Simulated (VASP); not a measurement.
A run of VASP 6.6.1:

The input POSCAR:

```
TiO2
1.0
    2.7060340000     -2.7066550000      0.0000000000
    2.7060340000      2.7066550000      0.0000000000
   -2.6335310000      0.0000000000      4.7966370000
Ti O
2 4
Direct
    0.1269862668      0.8685212639      0.2469038413
    0.8709675229      0.1240935303      0.7469366115
    0.3294838502      0.0820356599      0.6612328011
    0.6687790000      0.9112450000      0.3328510000
    0.9139020017      0.6665070446      0.8329329552
    0.0840725641      0.3271520138      0.1611957504
```

File INCAR.step1:

```
SYSTEM = TiO2
PREC = Accurate
ENCUT = 520
ISMEAR = 0
SIGMA = 0.01
LREAL = .FALSE.
LASPH = .TRUE.
NELM = 100
NBANDS = 33
GGA = PE
ALGO = Normal
EDIFF = 1E-4
LWAVE = .TRUE.
LCHARG = .FALSE.
```

Contents of INCAR.step2:

```
SYSTEM = TiO2
PREC = Accurate
ENCUT = 520
EDIFF = 1E-6
ISMEAR = 0
SIGMA = 0.01
LREAL = .FALSE.
LASPH = .TRUE.
NELM = 100
ALGO = Normal
ISIF = 2
LWAVE = .FALSE.
LCHARG = .FALSE.
METAGGA = R2SCAN
LMIXTAU = .TRUE.
NBANDS = 33
ISTART = 1
```

The input KPOINTS:

```
Automatic mesh
0
Gamma
  5 5 4
  0 0 0.5
```

Potentials or basis: VASP PAW PBE potentials, release 64 (Ti_sv, O).

Command:

```console
$ cat potpaw_PBE.64/Ti_sv/POTCAR potpaw_PBE.64/O/POTCAR > POTCAR
$ cp INCAR.step1 INCAR
$ mpirun -np 1 vasp_std > vasp.out
$ cp INCAR.step2 INCAR
$ mpirun -np 1 vasp_std > vasp.out
```

Hardware: 1 thread of AMD EPYC 7R13, with other jobs on the host.

Question: Estimate the wall time of this run.

Answer: Run time: 11 min on 1 thread of AMD EPYC 7R13 (shared host), peak memory 0.21 GiB. Counts: k points 50.
